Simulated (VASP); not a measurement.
Input of a VASP 6.6.1 run:

File POSCAR:

```
SiO2
1.0
    4.9078874806      0.0000000000      0.0000000000
   -2.4539437403      4.2503552371      0.0000000000
    0.0000000000      0.0000000000      5.6242018660
Si O
3 6
Direct
    0.0000000000      0.5000000000      0.3333333333
    0.5000000000      0.5000000000      0.6666666667
    0.5000000000      0.0000000000      0.0000000000
    0.5834989535      0.7917494768      0.8333333333
    0.7917494768      0.5834989535      0.5000000000
    0.7917494768      0.2082505232      0.1666666667
    0.4165010465      0.2082505232      0.8333333333
    0.2082505232      0.4165010465      0.5000000000
    0.2082505232      0.7917494768      0.1666666667
```

The input INCAR.step1:

```
PREC     = Accurate       # precision mode
ENCUT    = 520            # plane-wave cutoff, eV
ISMEAR   = 0              # smearing method
SIGMA    = 0.05           # smearing width, eV
LREAL    = F              # projectors in reciprocal space
LASPH    = T              # aspherical terms in the spheres
NELM     = 80             # most SCF steps
NBANDS   = 34             # bands
GGA      = PE             # functional
ALGO     = Normal         # electronic algorithm
EDIFF    = 1E-4           # SCF threshold, eV
LWAVE    = T              # write WAVECAR
LCHARG   = F              # write CHGCAR
```

Contents of INCAR.step2:

```
PREC     = Accurate       # precision mode
ENCUT    = 520            # plane-wave cutoff, eV
EDIFF    = 1E-6           # SCF threshold, eV
ISMEAR   = 0              # smearing method
SIGMA    = 0.05           # smearing width, eV
LREAL    = F              # projectors in reciprocal space
LASPH    = T              # aspherical terms in the spheres
NELM     = 80             # most SCF steps
ALGO     = Normal         # electronic algorithm
ISIF     = 2              # what is computed and relaxed
LWAVE    = F              # write WAVECAR
LCHARG   = F              # write CHGCAR
METAGGA  = R2SCAN         # meta-GGA
LMIXTAU  = T            
NBANDS   = 34             # bands
ISTART   = 1
```

The input KPOINTS:

```
regular mesh
0
Gamma
  6 6 4
```

Potentials or basis: VASP PAW PBE potentials, release 64 (Si, O).

Launch:

```bash
$ cat potpaw_PBE.64/Si/POTCAR potpaw_PBE.64/O/POTCAR > POTCAR
$ cp INCAR.step1 INCAR
$ mpirun -np 1 vasp_std > vasp.out
$ cp INCAR.step2 INCAR
$ mpirun -np 1 vasp_std > vasp.out
```

(1) Estimate the largest force.

(2) Estimate the pressure.

Answers

(1) 0.435 eV/Å.

(2) 9.5 GPa.

Caveat: the cell differs from its parent crystal (strain -0.030 along x and y, +0.015 along z); the cell stands under pressure; the PAW data sets were made with another functional, which shifts forces and pressure a little.
